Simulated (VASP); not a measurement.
# GePt (Pnma) in VASP: notebook

GePt is run at these levels: PBEsol; tasks: single point.

Everything below comes from runs of VASP 6.6.1. Logs are shortened: lines on timing, memory, paths and dates and some standing lists are left out, and cuts for length are marked.

### 1 The cell of the first run

The structure is orthorhombic, space group Pnma (No. 62). Conventional cell: a = 5.741 Å, b = 3.700 Å, c = 6.092 Å, α = 90.00°, β = 90.00°, γ = 90.00°. Within 3.3 Å of Ge (site symmetry m) lie 6 Pt at 2.49 to 2.66 Å and 2 Ge at 3.01 Å. Within 3.3 Å of Pt (site symmetry m) lie 6 Ge at 2.49 to 2.66 Å and 4 Pt at 2.96 to 2.97 Å.

### 2 Single point, PBEsol

The input, INCAR:

```
ALGO = Normal
EDIFF = 1E-6
ENCUT = 520
GGA = PS
ISIF = 2
ISMEAR = 0
ISYM = 0
LASPH = True
LCHARG = False
LREAL = False
LWAVE = False
NBANDS = 58
NELM = 100
PREC = Accurate
SIGMA = 0.1
```

The input, KPOINTS:

```
k-points
0
Gamma
  6 5 12
```

The input, POSCAR:

```
GePt
1.0
    6.8298594526      0.0000000000      0.0000000000
   -2.0047976875      6.8404007024      0.0000000000
    2.0047976875     -1.4141383070      2.7701056870
Ge Pt
4 4
Direct
    0.1848405773      0.5880228853      0.1531823080
    0.8151594227      0.4119771147      0.8468176920
    0.3151594227      0.0880228853      0.0228634626
    0.6848405773      0.9119771147      0.9771365374
    0.0007565327      0.1911593657      0.9404028330
    0.9992434673      0.8088406343      0.0595971670
    0.4992434673      0.6911593657      0.4419158984
    0.5007565327      0.3088406343      0.5580841016
```

Potentials or basis: VASP PAW PBE potentials, release 64 (Ge_d, Pt).

Command:

```
$ cat potpaw_PBE.64/Ge_d/POTCAR potpaw_PBE.64/Pt/POTCAR > POTCAR
$ mpirun -np 1 vasp_std > vasp.out
```

OUTCAR:

```text
EDIFF = 1E-6
   ENCUT = 520
   GGA = PS
   ISIF = 2
   ISMEAR = 0
   ISYM = 0
   LASPH = True
   LREAL = False
   NELM = 100
   PREC = Accurate

 ion  position               nearest neighbor table
   1  0.185  0.588  0.153-   8 2.49   6 2.52   6 2.52   5 2.64   7 2.66   7 2.66
   2  0.815  0.412  0.847-   7 2.49   5 2.52   5 2.52   6 2.64   8 2.66   8 2.66
   3  0.315  0.088  0.023-   6 2.49   8 2.52   8 2.52   7 2.64   5 2.66   5 2.66
   4  0.685  0.912  0.977-   5 2.49   7 2.52   7 2.52   8 2.64   6 2.66   6 2.66
   5  0.001  0.191  0.940-   4 2.49   2 2.52   2 2.52   1 2.64   3 2.66   3 2.66   8 2.96   8 2.96
                             6 2.97   6 2.97
   6  0.999  0.809  0.060-   3 2.49   1 2.52   1 2.52   2 2.64   4 2.66   4 2.66   7 2.96   7 2.96
                             5 2.97   5 2.97
   7  0.499  0.691  0.442-   2 2.49   4 2.52   4 2.52   3 2.64   1 2.66   1 2.66   6 2.96   6 2.96
                             8 2.97   8 2.97
   8  0.501  0.309  0.558-   1 2.49   3 2.52   3 2.52   4 2.64   2 2.66   2 2.66   5 2.96   5 2.96
                             7 2.97   7 2.97

IMPORTANT INFORMATION: All symmetrisations will be switched off!
NOSYMM: (Re-)initialisation of all symmetry stuff for point group C_1.

----------------------------------------------------------------------------------------

                                     Primitive cell

  volume of cell :     129.4165

  direct lattice vectors                    reciprocal lattice vectors
     6.829859453  0.000000000  0.000000000     0.146415897  0.042911850 -0.084058511
    -2.004797687  6.840400702  0.000000000     0.000000000  0.146190266  0.074630097
     2.004797687 -1.414138307  2.770105687     0.000000000  0.000000000  0.360997057

  length of vectors
     6.829859453  7.128134085  3.700335990     0.174197805  0.164137885  0.360997057

  position of ions in fractional coordinates (direct lattice)
     0.184840577  0.588022885  0.153182308
     0.815159423  0.411977115  0.846817692
     0.315159423  0.088022885  0.022863463
     0.684840577  0.911977115  0.977136537
     0.000756533  0.191159366  0.940402833
     0.999243467  0.808840634  0.059597167
     0.499243467  0.691159366  0.441915898
     0.500756533  0.308840634  0.558084102

  ion indices of the primitive-cell ions
   primitive index   ion index
                 1           1
                 2           2
                 3           3
                 4           4
                 5           5
                 6           6
                 7           7
                 8           8

----------------------------------------------------------------------------------------

 KPOINTS: k-points

Automatic generation of k-mesh.
 Grid dimensions read from file:
 generate k-points for:    6    5   12

 Generating k-lattice:

  Cartesian coordinates                     Fractional coordinates (reciprocal lattice)
     0.024402650  0.007151975 -0.014009752     0.166666667 -0.000000000  0.000000000
     0.000000000  0.029238053  0.014926019     0.000000000  0.200000000  0.000000000
     0.000000000  0.000000000  0.030083088     0.000000000  0.000000000  0.083333333

  Length of vectors
     0.029032967  0.032827577  0.030083088

  Shift w.r.t. Gamma in fractional coordinates (k-lattice)
     0.000000000  0.000000000  0.000000000

 -----------------------------------------------------------------------------
|                                                                             |
|           W    W    AA    RRRRR   N    N  II  N    N   GGGG   !!!           |
|           W    W   A  A   R    R  NN   N  II  NN   N  G    G  !!!           |
|           W    W  A    A  R    R  N N  N  II  N N  N  G       !!!           |
|           W WW W  AAAAAA  RRRRR   N  N N  II  N  N N  G  GGG   !            |
|           WW  WW  A    A  R   R   N   NN  II  N   NN  G    G                |
|           W    W  A    A  R    R  N    N  II  N    N   GGGG   !!!           |
|                                                                             |
|     Your reciprocal lattice and k-lattice belong to different lattice       |
|     classes:                                                                |
|                                                                             |
|        The reciprocal lattice is simple orthorhombic,                       |
|        whereas your k-lattice is base-centered monoclinic.                  |
|                                                                             |
|     Results are often still useful ...                                      |
|                                                                             |
 -----------------------------------------------------------------------------

 WARNING: IBZKPT: internal override: KBLOWUP is changed to .FALSE.
      ... skipping the blow-up phase ...

 Subroutine IBZKPT returns following result:
 ===========================================

 Found    182 irreducible k-points:

 Following reciprocal coordinates:
            Coordinates               Weight
  0.000000  0.000000  0.000000      1.000000
  0.166667  0.000000 -0.000000      2.000000
  0.333333  0.000000 -0.000000      2.000000
  0.500000  0.000000 -0.000000      1.000000
  0.000000  0.200000 -0.000000      2.000000
  0.166667  0.200000 -0.000000      2.000000
[... 16 lines left out ...]
  0.000000  0.200000  0.083333      2.000000
  0.166667  0.200000  0.083333      2.000000
 [... further k-points ...]
   k-points           NKPTS =    182   k-points in BZ     NKDIM =    182   number of bands    NBANDS=     58
   number of dos      NEDOS =    301   number of ions     NIONS =      8
   total plane-waves  NPLWV =  81648
   dimension x,y,z NGX =    54 NGY =   54 NGZ =   28
   dimension x,y,z NGXF=   108 NGYF=  108 NGZF=   56
   ions per type =               4   4
   NGX,Y,Z   is equivalent  to a cutoff of  13.14, 12.59, 12.58 a.u.
   NGXF,Y,Z  is equivalent  to a cutoff of  26.29, 25.19, 25.16 a.u.
 SYSTEM =  unknown system
   PREC   = accura    normal or accurate (medium, high low for compatibility)
   ISTART =      0    job   : 0-new  1-cont  2-samecut
   ICHARG =      2    charge: 1-file 2-atom 10-const
   ISPIN  =      1    spin polarized calculation?
   LNONCOLLINEAR =      F non collinear calculations
   LSORBIT =      F    spin-orbit coupling
   LASPH  =      T    aspherical Exc in radial PAW
   ENCUT  =  520.0 eV  38.22 Ry    6.18 a.u.  12.70 13.25  6.88*2*pi/ulx,y,z
   NELM   =    100;   NELMIN=  2; NELMDL= -5     # of ELM steps
   EDIFF  = 0.1E-05   stopping-criterion for ELM
   LREAL  =      F    real-space projection
   EDIFFG = 0.1E-04   stopping-criterion for IOM
   NSW    =      0    number of steps for IOM
   IBRION =     -1    ionic relax: 0-MD 1-quasi-New 2-CG
   NFREE  =      0    steps in history (QN), initial steepest desc. (CG)
   ISIF   =      2    stress and relaxation
   ISYM   =      0    0-nonsym 1-usesym 2-fastsym
   POTIM  = 0.5000    time-step for ionic-motion
   TEBEG  =    0.0;   TEEND  =   0.0 temperature during run
   PSTRESS=    0.0 pullay stress
   NELECT =      96.0000    total number of electrons
   NUPDOWN=      -1.0000    fix difference up-down
   EMIN   =  10.00;   EMAX   =-10.00  energy-range for DOS
   EFERMI =   0.00;   METHOD = LEGACY
   ISMEAR =     0;   SIGMA  =   0.10  broadening in eV -4-tet -1-fermi 0-gaus
   EFERMI_NEDOS =   21; number of points for ismear=-14 and -15
   IALGO  =     38    algorithm
   IMIX   =      4    mixing-type and parameters
     AMIX     =   0.40;   BMIX     =  1.00
     AMIX_MAG =   1.60;   BMIX_MAG =  1.00
  volume/ion in A,a.u.               =      16.18       109.17
  Fermi-wavevector in a.u.,A,eV,Ry     =   1.481956  2.800491 29.881035  2.196194
  Thomas-Fermi vector in A             =   2.595802
   LORBIT       =      0    0 simple, 1 ext, 2 COOP (PROOUT), +10 PAW based schemes
   GGA     = PS    functional components
   LHFCALC =     F    Hartree Fock is set to
   AEXX    =    0.0000 exact exchange contribution
   IVDW    =     0    specifies the selected vdW correction
   LEPSILON=     F    determine dielectric tensor
   LRPA    =     F    only Hartree local field effects (RPA)
 non-spin polarized calculation
 Gauss-broadening in eV      SIGMA  =   0.10
  energy-cutoff  :      520.00
  volume of cell :      129.42
 maximum number of plane-waves:      3512
 NGX is ok and might be reduce to    54

 number of electron      96.0000003 magnetization

 Free energy of the ion-electron system (eV)
  ---------------------------------------------------
  ext. energy  EPLUGINS =         0.00000000
  ---------------------------------------------------
  free energy    TOTEN  =       -51.64422683 eV

  energy without entropy =      -51.63536168  energy(sigma->0) =      -51.63979426

 E-fermi :   9.5818     XC(G=0): -12.6073

 val. band max:        9.5803195528   @ k =  -0.3333   0.2000   0.0833
 cond. band min:       9.5942241522   @ k =  -0.3333  -0.0000   0.0833
 fundamental gap:      0.0139045994
 Fermi energy:         9.5817620398

 k-point     1 :       0.0000    0.0000    0.0000
  band No.  band energies     occupation
      1     -15.5053      2.00000
      2     -15.4975      2.00000
      3     -15.4959      2.00000
      4     -15.4926      2.00000
      5     -15.4809      2.00000
      6     -15.4667      2.00000
[... 50 lines left out ...]
     57      14.7625      0.00000
     58      15.3409      0.00000

 k-point     2 :       0.1667    0.0000   -0.0000
  band No.  band energies     occupation
      1     -15.5047      2.00000
      2     -15.4979      2.00000
      3     -15.4952      2.00000
      4     -15.4923      2.00000
      5     -15.4805      2.00000
      6     -15.4679      2.00000
[... 50 lines left out ...]
     57      15.0587      0.00000
     58      15.2688      0.00000

 k-point     3 :       0.3333    0.0000   -0.0000
  band No.  band energies     occupation
      1     -15.5029      2.00000
      2     -15.4990      2.00000
      3     -15.4936      2.00000
      4     -15.4920      2.00000
      5     -15.4789      2.00000
      6     -15.4713      2.00000
[... 1216 lines left out ...]
      3     -15.4932      2.00000
      4     -15.4909      2.00000
      5     -15.4783      2.00000
      6     -15.4703      2.00000
[... 50 lines left out ...]
     57      15.4283      0.00000
     58      16.0378      0.00000

 k-point    24 :       0.1667    0.2000    0.0833
  band No.  band energies     occupation
      1     -15.5039      2.00000
      2     -15.4991      2.00000
      3     -15.4932      2.00000
      4     -15.4909      2.00000
      5     -15.4783      2.00000
      6     -15.4703      2.00000
[... 50 lines left out ...]
     57      15.4283      0.00000
     58      16.0112      0.00000

 [... further k-points ...]
[... 5 lines left out ...]
  --------------------------------------------------------------------------------------
  -------------------------------------------------------------------------------------
  Total       -0.0658508     -0.1599872     -0.0006677     -0.0507984     -0.0952878      0.1093936
  in kB       -0.8152340     -1.9806431     -0.0082657     -0.6288846     -1.1796635      1.3542937
  external PRESSURE =      -0.9347143 kB  Pullay stress =       0.0000000 kB

 VOLUME and BASIS-vectors are now :
 -----------------------------------------------------------------------------
  energy-cutoff  :      520.00
  volume of cell :      129.42
      direct lattice vectors                 reciprocal lattice vectors
     6.829859453  0.000000000  0.000000000     0.146415897  0.042911850 -0.084058511
    -2.004797687  6.840400702  0.000000000     0.000000000  0.146190266  0.074630097
     2.004797687 -1.414138307  2.770105687     0.000000000  0.000000000  0.360997057

 POSITION                                       TOTAL-FORCE (eV/Angst)
 -----------------------------------------------------------------------------------
      0.39067      3.80569      0.42433         0.007412      0.011607     -0.000948
      6.43919      1.62057      2.34577        -0.007368     -0.011343      0.001049
      2.02186      0.56978      0.06333        -0.008177      0.006890      0.008227
      4.80800      4.85648      2.70677         0.008127     -0.007258     -0.008378
      1.50725     -0.02225      2.60502        -0.003719     -0.019511     -0.005227
      5.32261      5.44852      0.16509         0.003899      0.019182      0.004935
      2.91008      4.10288      1.22415         0.005349     -0.016461     -0.010248
      3.91978      1.32339      1.54595        -0.005523      0.016893      0.010590
 -----------------------------------------------------------------------------------
    total drift:                               -0.000321     -0.000272      0.000093

  FREE ENERGIE OF THE ION-ELECTRON SYSTEM (eV)
  ---------------------------------------------------
  free  energy   TOTEN  =       -51.6442268344 eV

  energy  without entropy=      -51.6353616762  energy(sigma->0) =      -51.63979426
```

Wall time 16 min (1 thread of AMD EPYC 9R45 (Zen 5), shared host); peak memory 0.98 GiB.

What came out:

| Property | Result |
| --- | --- |
| Free energy | -51.6442 eV |
| Pressure | -0.1 GPa |
| Largest force | 0.021 eV/Å |
| Band gap on the k mesh | zero (band 48 reaches 10.27 eV, above the bottom of band 49 at 9.07 eV) |

Forces in eV/Å, atoms in the order of the input:
```
Ge   0.007  0.012 -0.001
Ge  -0.007 -0.011  0.001
Ge  -0.008  0.007  0.008
Ge   0.008 -0.007 -0.008
Pt  -0.004 -0.020 -0.005
Pt   0.004  0.019  0.005
Pt   0.005 -0.016 -0.010
Pt  -0.006  0.017  0.011
```

Caveat: the PAW data sets were made with another functional, which shifts forces and pressure a little; spin-orbit coupling is left out, which moves the levels of the heavy elements.

### 3 Single point, PBEsol

This run uses another cell than the first one, of the same volume but with other edges.

The input, INCAR:

```
SYSTEM = GePt
PREC = Accurate
ENCUT = 520
EDIFF = 1E-7
ISMEAR = 0
SIGMA = 0.1
LREAL = .False.
LASPH = .True.
NELM = 60
ALGO = Normal
ISIF = 2
LWAVE = .False.
LCHARG = .False.
GGA = PS
NBANDS = 58
```

The input, KPOINTS:

```
Automatic mesh
0
Gamma
  6 6 9
  0 0 0
```

The input, POSCAR:

```
GePt
1.0
    5.7406004735      0.0000000000      0.0000000000
    0.0000000000      6.0924386399      0.0000000000
    0.0000000000      0.0000000000      3.7003360059
Ge Pt
4 4
Direct
    0.1848405754      0.5880228890      0.7500000000
    0.8151594246      0.4119771110      0.2500000000
    0.3151594246      0.0880228890      0.2500000000
    0.6848405754      0.9119771110      0.7500000000
    0.0007565297      0.1911593649      0.7500000000
    0.9992434703      0.8088406351      0.2500000000
    0.4992434703      0.6911593649      0.2500000000
    0.5007565297      0.3088406351      0.7500000000
```

Potentials or basis: VASP PAW PBE potentials, release 64 (Ge_d, Pt).

Command:

```
$ cat potpaw_PBE.64/Ge_d/POTCAR potpaw_PBE.64/Pt/POTCAR > POTCAR
$ mpirun -np 1 vasp_std > vasp.out
```

Run time: 8.3 min. Hardware: 1 thread of Intel Xeon Platinum 8488C (Sapphire Rapids), shared host; peak memory 0.55 GiB.

It converged, with:

- Free energy: -51.6360 eV
- Pressure: 0.0 GPa
- Largest force: 0.014 eV/Å
- Band gap on the k mesh: zero (band 48 reaches 10.47 eV, above the bottom of band 49 at 9.01 eV)

Forces on the atoms (eV/Å):
```
Ge   0.010  0.010  0.000
Ge  -0.010 -0.010  0.000
Ge  -0.010  0.010  0.000
Ge   0.010 -0.010  0.000
Pt  -0.009 -0.004  0.000
Pt   0.009  0.004  0.000
Pt   0.009 -0.004  0.000
Pt  -0.009  0.004  0.000
```

Stress tensor (GPa, compression positive):
```
-0.10  0.00  0.00
 0.00 -0.04  0.00
 0.00  0.00  0.07
```

Levels at points of the mesh, in eV from the Fermi level:
```
           k point  band 45  band 46  band 47  band 48  band 49  band 50  band 51  band 52
(0.00, 0.00, 0.00)    -2.48    -1.50    -1.42    -0.99     0.62     0.92     3.01     3.22
(0.50, 0.00, 0.00)    -2.47    -2.47     0.00     0.00     1.29     1.29     2.26     2.26
(0.00, 0.50, 0.00)    -1.89    -1.89    -0.01    -0.01     1.06     1.06     1.90     1.90
(0.50, 0.50, 0.00)    -1.40    -1.40     0.69     0.69     1.79     1.79     2.64     2.64
```

Caveat: the PAW data sets were made with another functional, which shifts forces and pressure a little; spin-orbit coupling is left out, which moves the levels of the heavy elements.

### 4 Single point, PBEsol

This run uses another cell than the first one, of the same volume but with other edges.

The input, INCAR:

```
PREC     = Accurate       # precision mode
ENCUT    = 520            # plane-wave cutoff, eV
EDIFF    = 1E-7           # SCF threshold, eV
ISMEAR   = 0              # smearing method
SIGMA    = 0.1            # smearing width, eV
LREAL    = F              # projectors in reciprocal space
LASPH    = T              # aspherical terms in the spheres
NELM     = 60             # most SCF steps
ALGO     = Normal         # electronic algorithm
ISIF     = 2              # what is computed and relaxed
LWAVE    = F              # write WAVECAR
LCHARG   = T              # write CHGCAR
GGA      = PS             # functional
LELF     = T              # ELF
LVHAR    = T            
NBANDS   = 58             # bands
```

The input, KPOINTS:

```
regular mesh
0
Gamma
  9 4 8
```

The input, POSCAR:

```
GePt
1.0
    3.7003359973      0.0000000000      0.0000000000
    0.0000000000      8.3709200556      0.0000000000
    0.0000000000      3.9367827952      4.1780659734
Ge Pt
4 4
Direct
    0.2500000000      0.4119771114      0.4031823109
    0.7500000000      0.5880228886      0.5968176891
    0.7500000000      0.9119771114      0.7728634663
    0.2500000000      0.0880228886      0.2271365337
    0.2500000000      0.8088406354      0.1904028324
    0.7500000000      0.1911593646      0.8095971676
    0.7500000000      0.3088406354      0.1919158967
    0.2500000000      0.6911593646      0.8080841033
```

Command:

```
$ cat potpaw_PBE.64/Ge_d/POTCAR potpaw_PBE.64/Pt/POTCAR > POTCAR
$ mpirun -np 1 vasp_std > vasp.out
```

Wall time 16 min (1 thread of AMD EPYC 7R43 (Zen 3), shared host); peak memory 0.48 GiB.

It converged, with:

| Item | Value |
| --- | --- |
| Free energy | -51.6390 eV |
| Pressure | 0.0 GPa |
| Largest force | 0.016 eV/Å |
| Band gap on the k mesh | zero (band 48 reaches 10.47 eV, above the bottom of band 49 at 9.16 eV) |

Forces on the atoms (eV/Å):
```
Ge   0.000 -0.007  0.000
Ge   0.000  0.007  0.000
Ge   0.000 -0.001  0.007
Ge   0.000  0.001 -0.007
Pt   0.000  0.016  0.001
Pt   0.000 -0.016 -0.001
Pt   0.000  0.000 -0.016
Pt   0.000  0.000  0.016
```

Stress tensor (GPa, compression positive):
```
 0.08  0.00  0.00
 0.00 -0.10  0.09
 0.00  0.09 -0.08
```

Levels at points of the mesh, in eV from the Fermi level:
| k point | band 45 | band 46 | band 47 | band 48 | band 49 | band 50 | band 51 | band 52 |
| --- | --- | --- | --- | --- | --- | --- | --- | --- |
| (0.00, 0.00, 0.00) | -2.47 | -1.49 | -1.41 | -0.97 | 0.64 | 0.93 | 3.03 | 3.24 |
| (0.00, 0.50, 0.00) | -1.88 | -1.88 | 0.00 | 0.00 | 1.08 | 1.08 | 1.92 | 1.92 |
| (0.00, 0.00, 0.50) | -1.39 | -1.39 | 0.71 | 0.71 | 1.80 | 1.80 | 2.66 | 2.66 |
| (0.00, 0.50, 0.50) | -2.46 | -2.46 | 0.01 | 0.01 | 1.30 | 1.30 | 2.27 | 2.27 |

Caveat: the PAW data sets were made with another functional, which shifts forces and pressure a little; spin-orbit coupling is left out, which moves the levels of the heavy elements.

### 5 The runs side by side

| cell | k mesh | gap on the mesh (eV) | pressure (GPa) | largest force (eV/Å) |
| --- | --- | --- | --- | --- |
| a = 6.830, b = 7.128, c = 3.700 Å, angles 121.3, 57.2, 106.3°, 8 atoms | 6 × 5 × 12 | none | -0.1 | 0.02 |
| a = 5.741, b = 6.092, c = 3.700 Å, 8 atoms | 6 × 6 × 9 | none | 0.0 | 0.01 |
| a = 3.700, b = 8.371, c = 5.741 Å, angles 46.7, 90.0, 90.0°, 8 atoms | 9 × 4 × 8 | none | 0.0 | 0.02 |

Alike in all rows: task single point; level PBEsol; potentials or basis VASP PAW PBE potentials, release 64 (Ge_d, Pt); no spin polarisation; cutoff (eV) 520; smearing gaussian 0.1 eV.

Caveats: the PAW data sets were made with another functional, which shifts forces and pressure a little; spin-orbit coupling is left out, which moves the levels of the heavy elements.

Absolute energies hang on the potentials; compare differences alone.
